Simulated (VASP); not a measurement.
# LaBe (Pm-3m) in VASP: notebook, part 2 of 3

VASP 6.6.1. The steps go on from the part before.

### 4 Single point, LDA

This run uses another cell than the first one, of 21.34 Å³/atom, 0.990 times its volume.

INCAR

```
PREC = Accurate
ENCUT = 520
EDIFF = 1E-7
ISMEAR = 0
SIGMA = 0.1
LREAL = F
LASPH = T
NELM = 60
ALGO = Normal
ISIF = 2
LWAVE = F
LCHARG = F
NBANDS = 14
```

KPOINTS

```
regular mesh
0
Gamma
  6 6 6
```

POSCAR

```
LaBe
1.0
    3.4944175913      0.0000000000      0.0000000000
    0.0000000000      3.4944175913      0.0000000000
    0.0000000000      0.0000000000      3.4944175913
La Be
1 1
Direct
    0.0000000000      0.0000000000      0.0000000000
    0.5000000000      0.5000000000      0.5000000000
```

Launch:

```console
cat potpaw_LDA.64/La/POTCAR potpaw_LDA.64/Be/POTCAR > POTCAR
mpirun -np 1 vasp_std > vasp.out
```

It took 10 s on 1 thread of AMD EPYC 7R13 (Zen 3), shared host; peak memory 0.13 GiB.

Results (log left out):

```
Free energy : -9.2404 eV
Pressure    : 0.6 GPa
```

Levels at points of the mesh, in eV from the Fermi level:
```tsv
k point	band 3	band 4	band 5	band 6	band 7	band 8	band 9	band 10	band 11	band 12
(0.00, 0.00, 0.00)	-15.24	-15.24	-4.94	-0.57	-0.57	2.15	2.15	2.15	2.47	2.47
(0.50, 0.00, 0.00)	-15.08	-15.08	-2.36	-1.45	0.38	1.29	1.29	1.92	2.41	2.54
(0.50, 0.50, 0.00)	-16.45	-14.94	-3.66	0.66	0.78	0.78	2.04	2.50	2.50	2.95
(0.50, 0.50, 0.50)	-16.21	-16.21	-2.42	-2.42	-2.42	-0.11	2.53	2.53	2.53	2.88
```

Caveat: spin-orbit coupling is left out, which moves the levels of the heavy elements.

### 5 Single point, LDA

This run uses another cell than the first one, of 21.77 Å³/atom, 1.010 times its volume.

INCAR

```
ALGO = Normal
EDIFF = 1E-7
ENCUT = 520
ISIF = 2
ISMEAR = 0
LASPH = True
LCHARG = False
LREAL = False
LWAVE = False
NBANDS = 14
NELM = 100
PREC = Accurate
SIGMA = 0.1
```

KPOINTS

```
k-points
0
Gamma
  6 6 6
```

POSCAR

```
LaBe
1.0
    3.5177923170      0.0000000000      0.0000000000
    0.0000000000      3.5177923170      0.0000000000
    0.0000000000      0.0000000000      3.5177923170
La Be
1 1
Direct
    0.0000000000      0.0000000000      0.0000000000
    0.5000000000      0.5000000000      0.5000000000
```

Potentials or basis: VASP PAW LDA potentials, release 64 (La, Be).

Launch:

```console
cat potpaw_LDA.64/La/POTCAR potpaw_LDA.64/Be/POTCAR > POTCAR
mpirun -np 1 vasp_std > vasp.out
```

OUTCAR:

```text
EDIFF = 1E-7
   ENCUT = 520
   ISIF = 2
   ISMEAR = 0
   LASPH = True
   LREAL = False
   NELM = 100
   PREC = Accurate

 ion  position               nearest neighbor table
   1  0.000  0.000  0.000-
   2  0.500  0.500  0.500-

  LATTYP: Found a simple cubic cell.
 ALAT       =     3.5177923170

  Lattice vectors:

 A1 = (   3.5177923170,   0.0000000000,   0.0000000000)
 A2 = (   0.0000000000,   3.5177923170,   0.0000000000)
 A3 = (   0.0000000000,   0.0000000000,   3.5177923170)

Analysis of symmetry for initial positions (statically):
=====================================================================
 Subroutine PRICEL returns:
 Original cell was already a primitive cell.

 Routine SETGRP: Setting up the symmetry group for a
 simple cubic supercell.

 Subroutine GETGRP returns: Found 48 space group operations
 (whereof 48 operations were pure point group operations)
 out of a pool of 48 trial point group operations.

The static configuration has the point symmetry O_h .

Analysis of symmetry for dynamics (positions and initial velocities):
=====================================================================
 Subroutine PRICEL returns:
 Original cell was already a primitive cell.

 Routine SETGRP: Setting up the symmetry group for a
 simple cubic supercell.

 Subroutine GETGRP returns: Found 48 space group operations
 (whereof 48 operations were pure point group operations)
 out of a pool of 48 trial point group operations.

The dynamic configuration has the point symmetry O_h .

 Subroutine INISYM returns: Found 48 space group operations
 (whereof 48 operations are pure point group operations),
 and found     1 'primitive' translations

----------------------------------------------------------------------------------------

                                     Primitive cell

  volume of cell :      43.5322

  direct lattice vectors                    reciprocal lattice vectors
     3.517792317  0.000000000  0.000000000     0.284269198  0.000000000  0.000000000
     0.000000000  3.517792317  0.000000000     0.000000000  0.284269198  0.000000000
     0.000000000  0.000000000  3.517792317     0.000000000  0.000000000  0.284269198

  length of vectors
     3.517792317  3.517792317  3.517792317     0.284269198  0.284269198  0.284269198

  position of ions in fractional coordinates (direct lattice)
     0.000000000  0.000000000  0.000000000
     0.500000000  0.500000000  0.500000000

  ion indices of the primitive-cell ions
   primitive index   ion index
                 1           1
                 2           2

----------------------------------------------------------------------------------------

 KPOINTS: k-points

Automatic generation of k-mesh.
 Grid dimensions read from file:
 generate k-points for:    6    6    6

 Generating k-lattice:

  Cartesian coordinates                     Fractional coordinates (reciprocal lattice)
     0.047378200  0.000000000  0.000000000     0.166666667  0.000000000  0.000000000
     0.000000000  0.047378200  0.000000000     0.000000000  0.166666667  0.000000000
     0.000000000  0.000000000  0.047378200     0.000000000  0.000000000  0.166666667

  Length of vectors
     0.047378200  0.047378200  0.047378200

  Shift w.r.t. Gamma in fractional coordinates (k-lattice)
     0.000000000  0.000000000  0.000000000

 Subroutine IBZKPT returns following result:
 ===========================================

 Found     20 irreducible k-points:

 Following reciprocal coordinates:
            Coordinates               Weight
  0.000000  0.000000  0.000000      1.000000
  0.166667  0.000000  0.000000      6.000000
  0.333333  0.000000  0.000000      6.000000
  0.500000  0.000000  0.000000      3.000000
  0.166667  0.166667  0.000000     12.000000
  0.333333  0.166667  0.000000     24.000000
[... 12 lines left out ...]
  0.500000  0.500000  0.333333      6.000000
  0.500000  0.500000  0.500000      1.000000
   k-points           NKPTS =     20   k-points in BZ     NKDIM =     20   number of bands    NBANDS=     14
   number of dos      NEDOS =    301   number of ions     NIONS =      2
   total plane-waves  NPLWV =  21952
   dimension x,y,z NGX =    28 NGY =   28 NGZ =   28
   dimension x,y,z NGXF=    56 NGYF=   56 NGZF=   56
   ions per type =               1   1
   NGX,Y,Z   is equivalent  to a cutoff of  13.23, 13.23, 13.23 a.u.
   NGXF,Y,Z  is equivalent  to a cutoff of  26.46, 26.46, 26.46 a.u.
 SYSTEM =  unknown system
   PREC   = accura    normal or accurate (medium, high low for compatibility)
   ISTART =      0    job   : 0-new  1-cont  2-samecut
   ICHARG =      2    charge: 1-file 2-atom 10-const
   ISPIN  =      1    spin polarized calculation?
   LNONCOLLINEAR =      F non collinear calculations
   LSORBIT =      F    spin-orbit coupling
   LASPH  =      T    aspherical Exc in radial PAW
   ENCUT  =  520.0 eV  38.22 Ry    6.18 a.u.   6.54  6.54  6.54*2*pi/ulx,y,z
   NELM   =    100;   NELMIN=  2; NELMDL= -5     # of ELM steps
   EDIFF  = 0.1E-06   stopping-criterion for ELM
   LREAL  =      F    real-space projection
   EDIFFG = 0.1E-05   stopping-criterion for IOM
   NSW    =      0    number of steps for IOM
   IBRION =     -1    ionic relax: 0-MD 1-quasi-New 2-CG
   NFREE  =      0    steps in history (QN), initial steepest desc. (CG)
   ISIF   =      2    stress and relaxation
   ISYM   =      2    0-nonsym 1-usesym 2-fastsym
   POTIM  = 0.5000    time-step for ionic-motion
   TEBEG  =    0.0;   TEEND  =   0.0 temperature during run
   PSTRESS=    0.0 pullay stress
   NELECT =      13.0000    total number of electrons
   NUPDOWN=      -1.0000    fix difference up-down
   EMIN   =  10.00;   EMAX   =-10.00  energy-range for DOS
   EFERMI =   0.00;   METHOD = LEGACY
   ISMEAR =     0;   SIGMA  =   0.10  broadening in eV -4-tet -1-fermi 0-gaus
   EFERMI_NEDOS =   21; number of points for ismear=-14 and -15
   IALGO  =     38    algorithm
   IMIX   =      4    mixing-type and parameters
     AMIX     =   0.40;   BMIX     =  1.00
     AMIX_MAG =   1.60;   BMIX_MAG =  1.00
  volume/ion in A,a.u.               =      21.77       146.88
  Fermi-wavevector in a.u.,A,eV,Ry     =   1.094256  2.067845 16.291575  1.197397
  Thomas-Fermi vector in A             =   2.230558
   LORBIT       =      0    0 simple, 1 ext, 2 COOP (PROOUT), +10 PAW based schemes
   GGA     = CA    functional components
   LHFCALC =     F    Hartree Fock is set to
   AEXX    =    0.0000 exact exchange contribution
   IVDW    =     0    specifies the selected vdW correction
   LEPSILON=     F    determine dielectric tensor
   LRPA    =     F    only Hartree local field effects (RPA)
 non-spin polarized calculation
 Gauss-broadening in eV      SIGMA  =   0.10
  energy-cutoff  :      520.00
  volume of cell :       43.53
 maximum number of plane-waves:      1208
 NGX is ok and might be reduce to    28
   NGX = 13   NGY = 13   NGZ = 13

 number of electron      12.9999999 magnetization

 Free energy of the ion-electron system (eV)
  ---------------------------------------------------
  ext. energy  EPLUGINS =         0.00000000
  ---------------------------------------------------
  free energy    TOTEN  =        -9.24059151 eV

  energy without entropy =       -9.23226966  energy(sigma->0) =       -9.23643058

 E-fermi :   7.3641     XC(G=0): -10.1530

 val. band max:        7.3097532672   @ k =   0.3333   0.1667   0.1667
 cond. band min:       7.4342345369   @ k =   0.3333   0.0000   0.0000
 fundamental gap:      0.1244812697
 Fermi energy:         7.3641264569

 k-point     1 :       0.0000    0.0000    0.0000
  band No.  band energies     occupation
      1     -24.7884      2.00000
      2      -7.9512      2.00000
      3      -7.9512      2.00000
      4      -7.9512      2.00000
      5       2.4250      2.00000
      6       6.8143      2.00000
      7       6.8143      2.00000
      8       9.4618      0.00000
      9       9.4618      0.00000
     10       9.4618      0.00000
     11       9.7725      0.00000
     12       9.7725      0.00000
     13       9.7725      0.00000
     14      10.1253      0.00000
[... 309 lines left out ...]
      1     -24.3784      2.00000
      2      -8.8662      2.00000
      3      -8.8662      2.00000
      4      -8.8662      2.00000
      5       5.0006      2.00000
      6       5.0006      2.00000
      7       5.0006      2.00000
      8       7.2278      1.94607
      9       9.8266      0.00000
     10       9.8266      0.00000
     11       9.8266      0.00000
     12      10.1610      0.00000
     13      10.1610      0.00000
     14      10.1610      0.00000

------------------------ aborting loop because EDIFF is reached ----------------------------------------

  FORCE on cell =-STRESS in cart. coord.  units (eV):
  Direction    XX          YY          ZZ          XY          YZ          ZX
  --------------------------------------------------------------------------------------
  -------------------------------------------------------------------------------------
  Total       -0.1417759     -0.1417759     -0.1417759     -0.0000000      0.0000000     -0.0000000
  in kB       -5.2179804     -5.2179804     -5.2179804     -0.0000000      0.0000000     -0.0000000
  external PRESSURE =      -5.2179804 kB  Pullay stress =       0.0000000 kB

 VOLUME and BASIS-vectors are now :
 -----------------------------------------------------------------------------
  energy-cutoff  :      520.00
  volume of cell :       43.53
      direct lattice vectors                 reciprocal lattice vectors
     3.517792317  0.000000000  0.000000000     0.284269198  0.000000000  0.000000000
     0.000000000  3.517792317  0.000000000     0.000000000  0.284269198  0.000000000
     0.000000000  0.000000000  3.517792317     0.000000000  0.000000000  0.284269198

 POSITION                                       TOTAL-FORCE (eV/Angst)
 -----------------------------------------------------------------------------------
      0.00000      0.00000      0.00000         0.000000      0.000000      0.000000
      1.75890      1.75890      1.75890         0.000000      0.000000      0.000000
 -----------------------------------------------------------------------------------
    total drift:                               -0.000000     -0.000000     -0.000000

  FREE ENERGIE OF THE ION-ELECTRON SYSTEM (eV)
  ---------------------------------------------------
  free  energy   TOTEN  =        -9.2405915092 eV

  energy  without entropy=       -9.2322696575  energy(sigma->0) =       -9.23643058
```

OSZICAR:

```text
N       E                     dE             d eps       ncg     rms          rms(c)
DAV:   1     0.997282434598E+02    0.99728E+02   -0.44778E+03   560   0.113E+03
DAV:   2    -0.115283825531E+01   -0.10088E+03   -0.93244E+02   708   0.176E+02
DAV:   3    -0.896277260277E+01   -0.78099E+01   -0.75988E+01   712   0.839E+01
DAV:   4    -0.931143007827E+01   -0.34866E+00   -0.34662E+00  1098   0.118E+01
DAV:   5    -0.931795353706E+01   -0.65235E-02   -0.65226E-02   752   0.173E+00    0.280E+00
DAV:   6    -0.926063340156E+01    0.57320E-01   -0.90146E-02   956   0.153E+00    0.162E+00
DAV:   7    -0.924193569021E+01    0.18698E-01   -0.27217E-02   782   0.610E-01    0.459E-01
DAV:   8    -0.924061711365E+01    0.13186E-02   -0.19611E-03   944   0.416E-01    0.427E-02
DAV:   9    -0.924058822001E+01    0.28894E-04   -0.12508E-04   926   0.767E-02    0.117E-02
DAV:  10    -0.924059201467E+01   -0.37947E-05   -0.22246E-05  1046   0.268E-02    0.711E-03
DAV:  11    -0.924059156658E+01    0.44809E-06   -0.31144E-06   886   0.871E-03    0.140E-03
DAV:  12    -0.924059150915E+01    0.57427E-07   -0.28443E-07   880   0.289E-03
   1 F= -.92405915E+01 E0= -.92364306E+01  d E =-.832185E-02
```

Wall time 9.9 s (1 thread of AMD EPYC 7R13 (Zen 3), shared host); peak memory 0.12 GiB.

Results:

- Free energy: -9.2406 eV
- Pressure: -0.5 GPa

Caveat: spin-orbit coupling is left out, which moves the levels of the heavy elements.

(Part 2 of 3 ends here.)
